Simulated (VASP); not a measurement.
Here is a VASP 6.6.1 calculation.

The input INCAR:

```
ALGO     = Normal         # electronic algorithm
EDIFF    = 1E-6           # SCF threshold, eV
ENCUT    = 520            # plane-wave cutoff, eV
GGA      = PE             # functional
ISIF     = 2              # what is computed and relaxed
ISMEAR   = 0              # smearing method
LASPH    = T              # aspherical terms in the spheres
LCHARG   = T              # write CHGCAR
LELF     = T              # ELF
LREAL    = F              # projectors in reciprocal space
LVHAR    = T            
LWAVE    = F              # write WAVECAR
NBANDS   = 35             # bands
NELM     = 80             # most SCF steps
PREC     = Accurate       # precision mode
SIGMA    = 0.02           # smearing width, eV
```

The input KPOINTS:

```
k-points
0
Gamma
  12 12 2
```

The input POSCAR:

```
WSe2
1.0
    3.3541965461      0.0000000000      0.0000000000
   -1.6770982730      2.9048194182      0.0000000000
    0.0000000000      0.0000000000     15.1942591103
W Se
2 4
Direct
    0.6666666667      0.3333333333      0.7500000000
    0.3333333333      0.6666666667      0.2500000000
    0.3333333333      0.6666666667      0.8596529217
    0.6666666667      0.3333333333      0.3596529217
    0.3333333333      0.6666666667      0.6403470783
    0.6666666667      0.3333333333      0.1403470783
```

Potentials or basis: VASP PAW PBE potentials, release 64 (W_sv, Se).

The run is started by

```console
$ cat potpaw_PBE.64/W_sv/POTCAR potpaw_PBE.64/Se/POTCAR > POTCAR
$ mpirun -np 1 vasp_std > vasp.out
```

Question: What does it give for the largest force?

Answer: 0.042 eV/Å.

Question: Predict the pressure.

Answer: -1.0 GPa.

Stress tensor (GPa, compression positive):
```
-1.61  0.00  0.00
 0.00 -1.61  0.00
 0.00  0.00  0.28
```

Caveat: the cell differs from its parent crystal (equal strain along all axes, cell held: +1.0 %, then relaxed in part); this functional lacks dispersion, which binds the layers, so the pressure and a relaxed spacing across them are unreliable.
